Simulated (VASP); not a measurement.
A run of VASP 6.6.1 is set up as follows.

INCAR

```
SYSTEM = HfB
ALGO = Normal
EDIFF = 1E-7
ENCUT = 520
GGA = PE
ISIF = 2
ISMEAR = 1
LASPH = .TRUE.
LCHARG = .FALSE.
LREAL = .FALSE.
LWAVE = .FALSE.
NBANDS = 14
NELM = 60
PREC = Accurate
SIGMA = 0.029
```

Contents of KPOINTS:

```
k-points
0
G
  2 2 2
  0 0 0
```

Contents of POSCAR:

```
HfB
1.0
    0.0000000000      2.3100000000      2.3100000000
    2.3100000000      0.0000000000      2.3100000000
    2.3100000000      2.3100000000      0.0000000000
Hf B
1 1
Direct
    0.5000000000      0.5000000000      0.5000000000
    0.0000000000      0.0000000000      0.0000000000
```

Potentials or basis: VASP PAW PBE potentials, release 64 (Hf_pv, B).

The run is started by

```sh
$ cat potpaw_PBE.64/Hf_pv/POTCAR potpaw_PBE.64/B/POTCAR > POTCAR
$ mpirun -np 1 vasp_std > vasp.out
```

(1) What does it give for the pressure?

Results:

(1) 27.2 GPa.

Caveat: the k points lie up to 1.18 Å⁻¹ apart.
